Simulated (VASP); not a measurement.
Write the native input for VASP 6.6.1 that does the following.

```
Task                   : single point
Functional             : PBE
Potentials or basis    : VASP PAW PBE potentials, release 64 (Pb_d, S)
Cutoff                 : 520 eV
k mesh                 : 8 × 8 × 4
Occupations            : fermi-dirac, width 0.05 eV
Spin                   : no spin polarisation
Dipole correction      : no
Further INCAR settings : ALGO = Normal; EDIFF = 1e-06; NBANDS = 28
```

The structure of PbS lies in POSCAR:

```
PbS
1.0
    2.0972842750     -3.6357652412      0.0000000000
    2.0972842750      3.6357652412      0.0000000000
    0.0000000000      0.0000000000      7.7082165937
Pb S
2 2
Direct
    0.9989683400      0.0010316600      0.0132681900
    0.0010316600      0.9989683400      0.5132681900
    0.3328545200      0.6671454800      0.8075318100
    0.6671454800      0.3328545200      0.3075318100
```

One way to write it, as run:

INCAR

```
  PREC = Accurate
  ENCUT = 520
  EDIFF = 1E-6
  ISMEAR = -1
  SIGMA = 0.05
  LREAL = F
  LASPH = T
  NELM = 60
  ALGO = Normal
  ISIF = 2
  LWAVE = F
  LCHARG = F
  GGA = PE
  NBANDS = 28
```

KPOINTS

```
Automatic mesh
0
Gamma
  8 8 4
```

Potentials or basis: VASP PAW PBE potentials, release 64 (Pb_d, S).

The run is started by

```sh
$ cat potpaw_PBE.64/Pb_d/POTCAR potpaw_PBE.64/S/POTCAR > POTCAR
$ mpirun -np 1 vasp_std > vasp.out
```

Results of the run:

```yaml
Pressure: -1.8 GPa
Largest_force: 0.132 eV/Å
Band_gap_on_the_k_mesh: 0.73 eV, indirect (least direct gap 1.14 eV)
```

Caveat: spin-orbit coupling is left out, which moves the levels of the heavy elements.

It took 4.3 min on 1 thread of AMD EPYC 7R13, with other jobs on the host, peak memory 0.31 GiB.
